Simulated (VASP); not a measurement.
# Na (P6_3/mmc) in VASP: notebook

Runs on Na. Level: PBEsol. Tasks: electric field gradients.

Everything below comes from runs of VASP 6.6.1. Logs are shortened: lines on timing, memory, paths and dates and some standing lists are left out, and cuts for length are marked.

## 1. The cell of the first run

It takes space group P6_3/mmc (No. 194, hexagonal). The conventional cell has a = 3.780 Å, b = 3.780 Å, c = 6.174 Å, α = 90.00°, β = 90.00°, γ = 120.00°. Na (site symmetry -6m2) has 12 Na at 3.78 Å within 5.0 Å.

This isn't the form of Na at room conditions, which is bcc.

## 2. Electric field gradients, PBEsol (38.19 Å³/atom)

Input file INCAR:

```
SYSTEM = Na
  ALGO = Normal
  EDIFF = 1E-8
  ENCUT = 520
  GGA = PS
  ISIF = 2
  ISMEAR = -1
  LASPH = .TRUE.
  LCHARG = .FALSE.
  LEFG = .TRUE.
  LREAL = .FALSE.
  LWAVE = .FALSE.
  NBANDS = 14
  NELM = 60
  PREC = Accurate
  SIGMA = 0.05
```

Input file KPOINTS:

```
k-points
0
G
  13 13 7
  0 0 0
```

Input file POSCAR:

```
Na
1.0
    3.7795160430      0.0000000000      0.0000000000
   -1.8897580215      3.2731569073      0.0000000000
    0.0000000000      0.0000000000      6.1744453329
Na
2
Direct
    0.3333333333      0.6666666667      0.2500000000
    0.6666666667      0.3333333333      0.7500000000
```

Potentials or basis: VASP PAW PBE potentials, release 64 (Na_pv).

Command:

```sh
> cat potpaw_PBE.64/Na_pv/POTCAR > POTCAR
> mpirun -np 1 vasp_std > vasp.out
```

OUTCAR:

```text
SYSTEM = Na
   EDIFF = 1E-8
   ENCUT = 520
   GGA = PS
   ISIF = 2
   ISMEAR = -1
   LASPH = .TRUE.
   LREAL = .FALSE.
   NELM = 60
   PREC = Accurate

 ion  position               nearest neighbor table
   1  0.333  0.667  0.250-
   2  0.667  0.333  0.750-

  LATTYP: Found a hexagonal cell.
 ALAT       =     3.7795160430
 C/A-ratio  =     1.6336603054

  Lattice vectors:

 A1 = (   3.7795160430,   0.0000000000,   0.0000000000)
 A2 = (  -1.8897580215,   3.2731569073,   0.0000000000)
 A3 = (   0.0000000000,   0.0000000000,   6.1744453329)

Analysis of symmetry for initial positions (statically):
=====================================================================
 Subroutine PRICEL returns:
 Original cell was already a primitive cell.

 Routine SETGRP: Setting up the symmetry group for a
 hexagonal supercell.

 Subroutine GETGRP returns: Found 24 space group operations
 (whereof 12 operations were pure point group operations)
 out of a pool of 24 trial point group operations.

The static configuration has the point symmetry D_3d.
 The point group associated with its full space group is D_6h.

Analysis of symmetry for dynamics (positions and initial velocities):
=====================================================================
 Subroutine PRICEL returns:
 Original cell was already a primitive cell.

 Routine SETGRP: Setting up the symmetry group for a
 hexagonal supercell.

 Subroutine GETGRP returns: Found 24 space group operations
 (whereof 12 operations were pure point group operations)
 out of a pool of 24 trial point group operations.

The dynamic configuration has the point symmetry D_3d.
 The point group associated with its full space group is D_6h.

 Subroutine INISYM returns: Found 24 space group operations
 (whereof 12 operations are pure point group operations),
 and found     1 'primitive' translations

----------------------------------------------------------------------------------------

                                     Primitive cell

  volume of cell :      76.3837

  direct lattice vectors                    reciprocal lattice vectors
     3.779516043  0.000000000  0.000000000     0.264584140  0.152757724  0.000000000
    -1.889758022  3.273156907  0.000000000     0.000000000  0.305515448  0.000000000
     0.000000000  0.000000000  6.174445333     0.000000000  0.000000000  0.161957868

  length of vectors
     3.779516043  3.779516043  6.174445333     0.305515448  0.305515448  0.161957868

  position of ions in fractional coordinates (direct lattice)
     0.333333333  0.666666667  0.250000000
     0.666666667  0.333333333  0.750000000

  ion indices of the primitive-cell ions
   primitive index   ion index
                 1           1
                 2           2

----------------------------------------------------------------------------------------

 KPOINTS: k-points

Automatic generation of k-mesh.
 Grid dimensions read from file:
 generate k-points for:   13   13    7

 Generating k-lattice:

  Cartesian coordinates                     Fractional coordinates (reciprocal lattice)
     0.020352626  0.011750594  0.000000000     0.076923077  0.000000000  0.000000000
     0.000000000  0.023501188  0.000000000     0.000000000  0.076923077  0.000000000
     0.000000000  0.000000000  0.023136838     0.000000000  0.000000000  0.142857143

  Length of vectors
     0.023501188  0.023501188  0.023136838

  Shift w.r.t. Gamma in fractional coordinates (k-lattice)
     0.000000000  0.000000000  0.000000000

 Subroutine IBZKPT returns following result:
 ===========================================

 Found     84 irreducible k-points:

 Following reciprocal coordinates:
            Coordinates               Weight
  0.000000  0.000000  0.000000      1.000000
  0.076923  0.000000  0.000000      6.000000
  0.153846 -0.000000  0.000000      6.000000
  0.230769 -0.000000  0.000000      6.000000
  0.307692 -0.000000  0.000000      6.000000
  0.384615  0.000000  0.000000      6.000000
[... 16 lines left out ...]
  0.076923  0.000000  0.142857     12.000000
  0.153846 -0.000000  0.142857     12.000000
 [... further k-points ...]
   k-points           NKPTS =     84   k-points in BZ     NKDIM =     84   number of bands    NBANDS=     14
   number of dos      NEDOS =    301   number of ions     NIONS =      2
   total plane-waves  NPLWV =  37632
   dimension x,y,z NGX =    28 NGY =   28 NGZ =   48
   dimension x,y,z NGXF=    56 NGYF=   56 NGZF=   96
   ions per type =               2
   NGX,Y,Z   is equivalent  to a cutoff of  12.32, 12.32, 12.92 a.u.
   NGXF,Y,Z  is equivalent  to a cutoff of  24.63, 24.63, 25.85 a.u.
 SYSTEM =  Na
   PREC   = accura    normal or accurate (medium, high low for compatibility)
   ISTART =      0    job   : 0-new  1-cont  2-samecut
   ICHARG =      2    charge: 1-file 2-atom 10-const
   ISPIN  =      1    spin polarized calculation?
   LNONCOLLINEAR =      F non collinear calculations
   LSORBIT =      F    spin-orbit coupling
   LASPH  =      T    aspherical Exc in radial PAW
   ENCUT  =  520.0 eV  38.22 Ry    6.18 a.u.   7.03  7.03 11.48*2*pi/ulx,y,z
   NELM   =     60;   NELMIN=  2; NELMDL= -5     # of ELM steps
   EDIFF  = 0.1E-07   stopping-criterion for ELM
   LREAL  =      F    real-space projection
   EDIFFG = 0.1E-06   stopping-criterion for IOM
   NSW    =      0    number of steps for IOM
   IBRION =     -1    ionic relax: 0-MD 1-quasi-New 2-CG
   NFREE  =      0    steps in history (QN), initial steepest desc. (CG)
   ISIF   =      2    stress and relaxation
   ISYM   =      2    0-nonsym 1-usesym 2-fastsym
   POTIM  = 0.5000    time-step for ionic-motion
   TEBEG  =    0.0;   TEEND  =   0.0 temperature during run
   PSTRESS=    0.0 pullay stress
   NELECT =      14.0000    total number of electrons
   NUPDOWN=      -1.0000    fix difference up-down
   EMIN   =  10.00;   EMAX   =-10.00  energy-range for DOS
   EFERMI =   0.00;   METHOD = LEGACY
   ISMEAR =    -1;   SIGMA  =   0.05  broadening in eV -4-tet -1-fermi 0-gaus
   EFERMI_NEDOS =   21; number of points for ismear=-14 and -15
   IALGO  =     38    algorithm
   IMIX   =      4    mixing-type and parameters
     AMIX     =   0.40;   BMIX     =  1.00
     AMIX_MAG =   1.60;   BMIX_MAG =  1.00
  volume/ion in A,a.u.               =      38.19       257.73
  Fermi-wavevector in a.u.,A,eV,Ry     =   0.929931  1.757314 11.765922  0.864771
  Thomas-Fermi vector in A             =   2.056265
   LORBIT       =      0    0 simple, 1 ext, 2 COOP (PROOUT), +10 PAW based schemes
   GGA     = PS    functional components
   LHFCALC =     F    Hartree Fock is set to
   AEXX    =    0.0000 exact exchange contribution
   IVDW    =     0    specifies the selected vdW correction
   LEPSILON=     F    determine dielectric tensor
   LRPA    =     F    only Hartree local field effects (RPA)
 non-spin polarized calculation
  energy-cutoff  :      520.00
  volume of cell :       76.38
 maximum number of plane-waves:      2075
   NGX = 15   NGY = 15   NGZ = 23

 number of electron      14.0000015 magnetization

 Free energy of the ion-electron system (eV)
  ---------------------------------------------------
  ext. energy  EPLUGINS =         0.00000000
  ---------------------------------------------------
  free energy    TOTEN  =        -2.79818688 eV

  energy without entropy =       -2.79024992  energy(sigma->0) =       -2.79421840

 E-fermi :   0.2146     XC(G=0):  -6.4226

 val. band max:        0.1687189031   @ k =   0.3077   0.2308   0.1429
 cond. band min:       0.2405316163   @ k =   0.1538  -0.0000   0.1429
 fundamental gap:      0.0718127132
 Fermi energy:         0.2145817430

 k-point     1 :       0.0000    0.0000    0.0000
  band No.  band energies     occupation
      1     -24.6135      2.00000
      2     -24.5867      2.00000
      3     -24.5867      2.00000
      4     -24.5822      2.00000
      5     -24.5822      2.00000
      6     -24.5818      2.00000
      7      -2.9939      2.00000
      8       0.7630      0.00003
      9       1.1591      0.00000
     10      10.0376      0.00000
     11      10.0376      0.00000
     12      10.3695      0.00000
     13      10.3695      0.00000
     14      10.5273      0.00000

 k-point     2 :       0.0769    0.0000    0.0000
  band No.  band energies     occupation
      1     -24.6129      2.00000
      2     -24.5881      2.00000
      3     -24.5871      2.00000
      4     -24.5837      2.00000
      5     -24.5825      2.00000
      6     -24.5820      2.00000
      7      -2.9081      2.00000
      8       0.8395      0.00001
      9       1.2427      0.00000
     10       8.5308      0.00000
     11       9.3465      0.00000
     12       9.7869      0.00000
     13      11.1578      0.00000
     14      11.2739      0.00000

 k-point     3 :       0.1538   -0.0000    0.0000
  band No.  band energies     occupation
      1     -24.6112      2.00000
      2     -24.5919      2.00000
      3     -24.5883      2.00000
      4     -24.5876      2.00000
      5     -24.5832      2.00000
      6     -24.5827      2.00000
      7      -2.6515      2.00000
      8       1.0693      0.00000
      9       1.4906      0.00000
     10       6.8144      0.00000
     11       8.6457      0.00000
     12       8.8980      0.00000
     13      10.1546      0.00000
     14      11.0128      0.00000
[... 324 lines left out ...]
 k-point    23 :       0.0769    0.0000    0.1429
  band No.  band energies     occupation
      1     -24.6114      2.00000
      2     -24.5878      2.00000
      3     -24.5869      2.00000
      4     -24.5846      2.00000
      5     -24.5828      2.00000
      6     -24.5827      2.00000
      7      -2.8250      2.00000
      8      -0.0015      1.97379
      9       2.2249      0.00000
     10       8.5863      0.00000
     11       9.4131      0.00000
     12       9.7132      0.00000
     13      10.0929      0.00000
     14      11.1228      0.00000

 k-point    24 :       0.1538   -0.0000    0.1429
  band No.  band energies     occupation
      1     -24.6100      2.00000
      2     -24.5915      2.00000
      3     -24.5885      2.00000
      4     -24.5881      2.00000
      5     -24.5834      2.00000
      6     -24.5834      2.00000
      7      -2.5689      2.00000
      8       0.2405      0.74617
      9       2.4587      0.00000
     10       6.8852      0.00000
     11       8.7141      0.00000
     12       8.8088      0.00000
     13       9.6071      0.00000
     14      10.5854      0.00000

 [... further k-points ...]

------------------------ aborting loop because EDIFF is reached ----------------------------------------

  FORCE on cell =-STRESS in cart. coord.  units (eV):
  Direction    XX          YY          ZZ          XY          YZ          ZX
  --------------------------------------------------------------------------------------
  -------------------------------------------------------------------------------------
  Total       -0.1846764     -0.1846764     -0.1279264     -0.0000000      0.0000000      0.0000000
  in kB       -3.8736553     -3.8736553     -2.6833033     -0.0000000      0.0000000      0.0000000
  external PRESSURE =      -3.4768713 kB  Pullay stress =       0.0000000 kB

 VOLUME and BASIS-vectors are now :
 -----------------------------------------------------------------------------
  energy-cutoff  :      520.00
  volume of cell :       76.38
      direct lattice vectors                 reciprocal lattice vectors
     3.779516043  0.000000000  0.000000000     0.264584140  0.152757724  0.000000000
    -1.889758022  3.273156907  0.000000000     0.000000000  0.305515448  0.000000000
     0.000000000  0.000000000  6.174445333     0.000000000  0.000000000  0.161957868

 POSITION                                       TOTAL-FORCE (eV/Angst)
 -----------------------------------------------------------------------------------
     -0.00000      2.18210      1.54361        -0.000000      0.000000      0.000000
      1.88976      1.09105      4.63083         0.000000      0.000000     -0.000000
 -----------------------------------------------------------------------------------
    total drift:                               -0.000000      0.000000      0.000000

  FREE ENERGIE OF THE ION-ELECTRON SYSTEM (eV)
  ---------------------------------------------------
  free  energy   TOTEN  =        -2.7981868781 eV

  energy  without entropy=       -2.7902499209  energy(sigma->0) =       -2.79421840

 Electric field gradients (V/A^2)
---------------------------------------------------------------------
 ion       V_xx      V_yy      V_zz      V_xy      V_xz      V_yz
---------------------------------------------------------------------
   1       0.124     0.126    -0.251     0.002     0.000    -0.000
   2       0.124     0.126    -0.251     0.002    -0.000     0.000
---------------------------------------------------------------------

 Electric field gradients after diagonalization (V/A^2)
 (convention: |V_zz| > |V_xx| > |V_yy|)
----------------------------------------------------------------------
 ion       V_xx      V_yy      V_zz     asymmetry (V_yy - V_xx)/ V_zz
----------------------------------------------------------------------
   1       0.127     0.123    -0.251       0.015
   2       0.127     0.123    -0.251       0.015
----------------------------------------------------------------------

           NMR quadrupolar parameters

 Cq : quadrupolar parameter    Cq=e*Q*V_zz/h
 eta: asymmetry parameters     (V_yy - V_xx)/ V_zz
 Q  : nuclear electric quadrupole moment in mb (millibarn)
----------------------------------------------------------------------
 ion       Cq(MHz)       eta       Q (mb)
----------------------------------------------------------------------
   1      -0.001       0.015       1.000
   2      -0.001       0.015       1.000
----------------------------------------------------------------------
```

It took 50 s on 1 thread of Intel Xeon Platinum 8259CL at 2.50GHz (Skylake/Cascade Lake), shared host; peak memory 0.21 GiB.

What came out:

* Free energy: -2.7982 eV
* Pressure: -0.3 GPa
* Band gap on the k mesh: zero (bands 7 and 8 overlap by 3.31 eV)
* Largest electric field gradient by atom: Na -0.25 V/Å²

Stress tensor (GPa, compression positive):
```
-0.39  0.00  0.00
 0.00 -0.39  0.00
 0.00  0.00 -0.27
```

Caveat: without QUAD_EFG the Cq values of the log hold for a quadrupole moment of 1 mb, not for the nuclei; the PAW data sets were made with another functional, which shifts forces and pressure a little.

(Part 1 of 2 ends here.)
